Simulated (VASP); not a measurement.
# Ge (Fd-3m) in VASP: relaxation of cell and atoms with r2SCAN

Aim: the relaxation of cell and atoms of Ge with r2SCAN.

Program: VASP 6.6.1. These are calculated values, not measurements. Logs are shortened: lines on timing, memory, paths and dates and some standing lists are left out, and cuts for length are marked.

**1. The cell of the first run**

The structure is cubic, space group Fd-3m (No. 227). Conventional cell: a = 5.676 Å, b = 5.676 Å, c = 5.676 Å, α = 90.00°, β = 90.00°, γ = 90.00°. Ge (site symmetry -43m) has 4 Ge at 2.46 Å within 3.2 Å.

**2. Relaxation of cell and atoms, r2SCAN, target pressure 2 GPa, at which the enthalpy is minimised**

File POSCAR:

```
Ge
1.0
    0.0000000000      2.8378310318      2.8378310318
    2.8378310318      0.0000000000      2.8378310318
    2.8378310318      2.8378310318      0.0000000000
Ge
2
Direct
    0.5000000000      0.5000000000      0.5000000000
    0.7500000000      0.7500000000      0.7500000000
```

File INCAR.step1:

```
SYSTEM = Ge
PREC = Accurate ; ENCUT = 550
ISMEAR = 0 ; SIGMA = 0.01
LREAL = .False. ; LASPH = .True.
NELM = 120 ; GGA = PE
ALGO = Normal ; EDIFF = 1E-5
LWAVE = .True. ; LCHARG = .False.
GGA_COMPAT = .False. ; IBRION = 2
ISIF = 3 ; EDIFFG = -0.005
NELMIN = 4 ; NSW = 100
```

File INCAR.step2:

```
SYSTEM = Ge
PREC = Accurate ; ENCUT = 550
EDIFF = 1E-7 ; ISMEAR = 0
SIGMA = 0.01 ; LREAL = .False.
LASPH = .True. ; NELM = 120
ALGO = Normal ; ISIF = 3
LWAVE = .False. ; LCHARG = .False.
METAGGA = R2SCAN ; LMIXTAU = .True.
IBRION = 2 ; NSW = 100
EDIFFG = -0.002 ; PSTRESS = 20.0
ISTART = 1 ; GGA_COMPAT = .False.
NELMIN = 4
```

File KPOINTS:

```
Automatic mesh
0
Gamma
  14 14 14
  0 0 0
```

Potentials or basis: VASP PAW PBE potentials, release 64 (Ge_d).

Started as:

```sh
cat potpaw_PBE.64/Ge_d/POTCAR > POTCAR
cp INCAR.step1 INCAR
mpirun -np 1 vasp_std > vasp.out
cp INCAR.step2 INCAR
mpirun -np 1 vasp_std > vasp.out
```

OUTCAR:

```text
SYSTEM = Ge
   PREC = Accurate
   ENCUT = 550
   EDIFF = 1E-7
   ISMEAR = 0
   LREAL = .False.
   LASPH = .True.
   NELM = 120
   ISIF = 3
   METAGGA = R2SCAN
   IBRION = 2
   NSW = 100
   EDIFFG = -0.002
   PSTRESS = 20.0
   ISTART = 1
   NELMIN = 4

 ion  position               nearest neighbor table
   1  0.500  0.500  0.500-   2 2.46   2 2.46   2 2.46   2 2.46
   2  0.750  0.750  0.750-   1 2.46   1 2.46   1 2.46   1 2.46

  LATTYP: Found a face centered cubic cell.
 ALAT       =     5.6756620636

  Lattice vectors:

 A1 = (   0.0000000000,   2.8378310318,   2.8378310318)
 A2 = (   2.8378310318,   0.0000000000,   2.8378310318)
 A3 = (   2.8378310318,   2.8378310318,   0.0000000000)

Analysis of symmetry for initial positions (statically):
=====================================================================
 Subroutine PRICEL returns:
 Original cell was already a primitive cell.

 Routine SETGRP: Setting up the symmetry group for a
 face centered cubic supercell.

 Subroutine GETGRP returns: Found 48 space group operations
 (whereof 24 operations were pure point group operations)
 out of a pool of 48 trial point group operations.

The static configuration has the point symmetry T_d .
 The point group associated with its full space group is O_h .

Analysis of symmetry for dynamics (positions and initial velocities):
=====================================================================
 Subroutine PRICEL returns:
 Original cell was already a primitive cell.

 Routine SETGRP: Setting up the symmetry group for a
 face centered cubic supercell.

 Subroutine GETGRP returns: Found 48 space group operations
 (whereof 24 operations were pure point group operations)
 out of a pool of 48 trial point group operations.

The dynamic configuration has the point symmetry T_d .
 The point group associated with its full space group is O_h .

 Subroutine INISYM returns: Found 48 space group operations
 (whereof 24 operations are pure point group operations),
 and found     1 'primitive' translations

----------------------------------------------------------------------------------------

                                     Primitive cell

  volume of cell :      45.7077

  direct lattice vectors                    reciprocal lattice vectors
     0.000000000  2.837831032  2.837831032    -0.176190899  0.176190899  0.176190899
     2.837831032  0.000000000  2.837831032     0.176190899 -0.176190899  0.176190899
     2.837831032  2.837831032  0.000000000     0.176190899  0.176190899 -0.176190899

  length of vectors
     4.013299133  4.013299133  4.013299133     0.305171588  0.305171588  0.305171588

  position of ions in fractional coordinates (direct lattice)
     0.500000000  0.500000000  0.500000000
     0.750000000  0.750000000  0.750000000

  ion indices of the primitive-cell ions
   primitive index   ion index
                 1           1
                 2           2

----------------------------------------------------------------------------------------

 KPOINTS: Automatic mesh

Automatic generation of k-mesh.
 Grid dimensions read from file:
 generate k-points for:   14   14   14

 Generating k-lattice:

  Cartesian coordinates                     Fractional coordinates (reciprocal lattice)
    -0.012585064  0.012585064  0.012585064     0.071428571  0.000000000  0.000000000
     0.012585064 -0.012585064  0.012585064     0.000000000  0.071428571  0.000000000
     0.012585064  0.012585064 -0.012585064     0.000000000  0.000000000  0.071428571

  Length of vectors
     0.021797971  0.021797971  0.021797971

  Shift w.r.t. Gamma in fractional coordinates (k-lattice)
     0.000000000  0.000000000  0.000000000

 Subroutine IBZKPT returns following result:
 ===========================================

 Found    104 irreducible k-points:

 Following reciprocal coordinates:
            Coordinates               Weight
  0.000000  0.000000  0.000000      1.000000
  0.071429  0.000000  0.000000      8.000000
  0.142857  0.000000  0.000000      8.000000
  0.214286  0.000000  0.000000      8.000000
  0.285714  0.000000  0.000000      8.000000
  0.357143  0.000000  0.000000      8.000000
[... 16 lines left out ...]
  0.214286  0.142857  0.000000     24.000000
  0.285714  0.142857  0.000000     24.000000
 [... further k-points ...]
   k-points           NKPTS =    104   k-points in BZ     NKDIM =    104   number of bands    NBANDS=     18
   number of dos      NEDOS =    301   number of ions     NIONS =      2
   total plane-waves  NPLWV =  32768
   dimension x,y,z NGX =    32 NGY =   32 NGZ =   32
   dimension x,y,z NGXF=    64 NGYF=   64 NGZF=   64
   ions per type =               2
   NGX,Y,Z   is equivalent  to a cutoff of  13.26, 13.26, 13.26 a.u.
   NGXF,Y,Z  is equivalent  to a cutoff of  26.51, 26.51, 26.51 a.u.
 SYSTEM =  Ge
   PREC   = accura    normal or accurate (medium, high low for compatibility)
   ISTART =      1    job   : 0-new  1-cont  2-samecut
   ICHARG =      0    charge: 1-file 2-atom 10-const
   ISPIN  =      1    spin polarized calculation?
   LNONCOLLINEAR =      F non collinear calculations
   LSORBIT =      F    spin-orbit coupling
   LASPH  =      T    aspherical Exc in radial PAW
   ENCUT  =  550.0 eV  40.42 Ry    6.36 a.u.   7.67  7.67  7.67*2*pi/ulx,y,z
   NELM   =    120;   NELMIN=  4; NELMDL=  0     # of ELM steps
   EDIFF  = 0.1E-06   stopping-criterion for ELM
   LREAL  =      F    real-space projection
   EDIFFG = -.2E-02   stopping-criterion for IOM
   NSW    =    100    number of steps for IOM
   IBRION =      2    ionic relax: 0-MD 1-quasi-New 2-CG
   NFREE  =      1    steps in history (QN), initial steepest desc. (CG)
   ISIF   =      3    stress and relaxation
   ISYM   =      2    0-nonsym 1-usesym 2-fastsym
   POTIM  = 0.5000    time-step for ionic-motion
   TEBEG  =    0.0;   TEEND  =   0.0 temperature during run
   PSTRESS=   20.0 pullay stress
   NELECT =      28.0000    total number of electrons
   NUPDOWN=      -1.0000    fix difference up-down
   EMIN   =  10.00;   EMAX   =-10.00  energy-range for DOS
   EFERMI =   0.00;   METHOD = LEGACY
   ISMEAR =     0;   SIGMA  =   0.01  broadening in eV -4-tet -1-fermi 0-gaus
   EFERMI_NEDOS =   21; number of points for ismear=-14 and -15
   IALGO  =     38    algorithm
   IMIX   =      4    mixing-type and parameters
     AMIX     =   0.40;   BMIX     =  1.00
     AMIX_MAG =   1.60;   BMIX_MAG =  1.00
  volume/ion in A,a.u.               =      22.85       154.23
  Fermi-wavevector in a.u.,A,eV,Ry     =   1.390372  2.627422 26.301884  1.933134
  Thomas-Fermi vector in A             =   2.514313
   LORBIT       =      0    0 simple, 1 ext, 2 COOP (PROOUT), +10 PAW based schemes
   METAGGA = R2SCAN    functional components
   LHFCALC =     F    Hartree Fock is set to
   AEXX    =    0.0000 exact exchange contribution
   IVDW    =     0    specifies the selected vdW correction
   LEPSILON=     F    determine dielectric tensor
   LRPA    =     F    only Hartree local field effects (RPA)
 conjugate gradient relaxation of ions
 non-spin polarized calculation
 Gauss-broadening in eV      SIGMA  =   0.01
  energy-cutoff  :      550.00
  volume of cell :       45.71
 maximum number of plane-waves:      1363
   NGX = 15   NGY = 15   NGZ = 15

--------------------------------------- Ionic step        1  -------------------------------------------

 number of electron      28.0000020 magnetization

 Free energy of the ion-electron system (eV)
  ---------------------------------------------------
  ext. energy  EPLUGINS =         0.00000000
  ---------------------------------------------------
  free energy    TOTEN  =       -27.74566970 eV

  energy without entropy =      -27.74566970  energy(sigma->0) =      -27.74566970

------------------------ aborting loop because EDIFF is reached ----------------------------------------

  FORCE on cell =-STRESS in cart. coord.  units (eV):
  Direction    XX          YY          ZZ          XY          YZ          ZX
  --------------------------------------------------------------------------------------
  -------------------------------------------------------------------------------------
  Total        0.0271333      0.0271333      0.0271333     -0.0000000      0.0000000      0.0000000
  in kB        0.9510954      0.9510954      0.9510954     -0.0000000      0.0000000      0.0000000
  external PRESSURE =     -19.0489046 kB  Pullay stress =      20.0000000 kB

 VOLUME and BASIS-vectors are now :
 -----------------------------------------------------------------------------
  energy-cutoff  :      550.00
  volume of cell :       45.71
      direct lattice vectors                 reciprocal lattice vectors
     0.000000000  2.837831032  2.837831032    -0.176190899  0.176190899  0.176190899
     2.837831032  0.000000000  2.837831032     0.176190899 -0.176190899  0.176190899
     2.837831032  2.837831032  0.000000000     0.176190899  0.176190899 -0.176190899
[... 160 lines left out ...]
  FREE ENERGIE OF THE ION-ELECTRON SYSTEM (eV)
  ---------------------------------------------------
  free  energy   TOTEN  =       -27.7386885995 eV

  energy  without entropy=      -27.7386885995  energy(sigma->0) =      -27.73868860

  enthalpy is  TOTEN    =       -27.1820368585 eV   P V=        0.5566517410

--------------------------------------- Ionic step        6  -------------------------------------------

 number of electron      27.9999998 magnetization

 Free energy of the ion-electron system (eV)
  ---------------------------------------------------
  ext. energy  EPLUGINS =         0.00000000
  ---------------------------------------------------
  free energy    TOTEN  =       -27.73868240 eV

  energy without entropy =      -27.73868240  energy(sigma->0) =      -27.73868240

 E-fermi :   5.0490     XC(G=0): -10.8998

 val. band max:        4.9520074044   @ k =   0.0000   0.0000   0.0000
 cond. band min:       5.4471813387   @ k =   0.5000   0.0000   0.0000
 fundamental gap:      0.4951739342
 Fermi energy:         5.0489734505

 k-point     1 :       0.0000    0.0000    0.0000
  band No.  band energies     occupation
      1     -20.5645      2.00000
      2     -20.5645      2.00000
      3     -20.5645      2.00000
      4     -20.5237      2.00000
      5     -20.5237      2.00000
      6     -20.2976      2.00000
[... 10 lines left out ...]
     17       7.6711      0.00000
     18       7.6711      0.00000
[... 463 lines left out ...]
 k-point    24 :       0.2857    0.1429    0.0000
  band No.  band energies     occupation
      1     -20.5914      2.00000
      2     -20.5822      2.00000
      3     -20.5585      2.00000
      4     -20.4923      2.00000
      5     -20.4668      2.00000
      6     -20.3655      2.00000
[... 10 lines left out ...]
     17      10.1940      0.00000
     18      10.2721      0.00000

 [... further k-points ...]

------------------------ aborting loop because EDIFF is reached ----------------------------------------

  FORCE on cell =-STRESS in cart. coord.  units (eV):
  Direction    XX          YY          ZZ          XY          YZ          ZX
  --------------------------------------------------------------------------------------
  -------------------------------------------------------------------------------------
  Total        0.5543815      0.5543815      0.5543815     -0.0000000     -0.0000000      0.0000000
  in kB       19.9186626     19.9186626     19.9186626     -0.0000000     -0.0000000      0.0000000
  external PRESSURE =      -0.0813374 kB  Pullay stress =      20.0000000 kB

 VOLUME and BASIS-vectors are now :
 -----------------------------------------------------------------------------
  energy-cutoff  :      550.00
  volume of cell :       44.59
      direct lattice vectors                 reciprocal lattice vectors
     0.000000000  2.814554902  2.814554902    -0.177647983  0.177647983  0.177647983
     2.814554902  0.000000000  2.814554902     0.177647983 -0.177647983  0.177647983
     2.814554902  2.814554902 -0.000000000     0.177647983  0.177647983 -0.177647983

 POSITION                                       TOTAL-FORCE (eV/Angst)
 -----------------------------------------------------------------------------------
      2.81455      2.81455      2.81455         0.000000     -0.000000      0.000000
      4.22183      4.22183      4.22183        -0.000000      0.000000     -0.000000
 -----------------------------------------------------------------------------------
    total drift:                               -0.000000     -0.000000      0.000000

  FREE ENERGIE OF THE ION-ELECTRON SYSTEM (eV)
  ---------------------------------------------------
  free  energy   TOTEN  =       -27.7386824045 eV

  energy  without entropy=      -27.7386824045  energy(sigma->0) =      -27.73868240

  enthalpy is  TOTEN    =       -27.1820370581 eV   P V=        0.5566453465

 reached required accuracy - stopping structural energy minimisation
```

It took 22 min on 1 thread of Oxide Virtual Turin-like, shared host; peak memory 0.21 GiB.

Results:

```yaml
Free_energy: -27.7387 eV
Relaxed_volume: 22.30 Å³/atom
Relaxed_cell: a = 3.980 Å, b = 3.980 Å, c = 3.980 Å, α = 60.00°, β = 60.00°, γ = 60.00°
Space_group_after_relaxing_to_0.1_Å: Fd-3m (No. 227)
Energy_change_on_relaxing_the_run_minimises_the_enthalpy: +3.5 meV/atom
Ionic_steps: 6
Pressure_after_relaxing: 2.0 GPa
Band_gap_on_the_k_mesh: 0.50 eV (least direct gap 0.55 eV)
```

Step by step:
| step | energy change (eV) | largest force (eV/Å) | pressure (GPa) | volume (Å³) |
| --- | --- | --- | --- | --- |
| 1 | 0.0000 | 0.0000 | 0.10 | 45.71 |
| 2 | 0.0176 | 0.0000 | 3.21 | 43.93 |
| 3 | 0.0073 | 0.0000 | 2.04 | 44.57 |
| 4 | 0.0070 | 0.0000 | 1.98 | 44.59 |
| 5 | 0.0070 | 0.0000 | 1.98 | 44.59 |
| 6 | 0.0070 | 0.0000 | 1.99 | 44.59 |

Final structure:
```
Ge
1.0
     0.00000    2.81455    2.81455
     2.81455    0.00000    2.81455
     2.81455    2.81455    0.00000
Ge
2
Direct
  0.50000 0.50000 0.50000
  0.75000 0.75000 0.75000
```

Caveat: the cell is relaxed towards a set pressure, so the run minimises the enthalpy, not the energy; the PAW data sets were made with another functional, which shifts forces and pressure a little. A k mesh can miss the band edges.
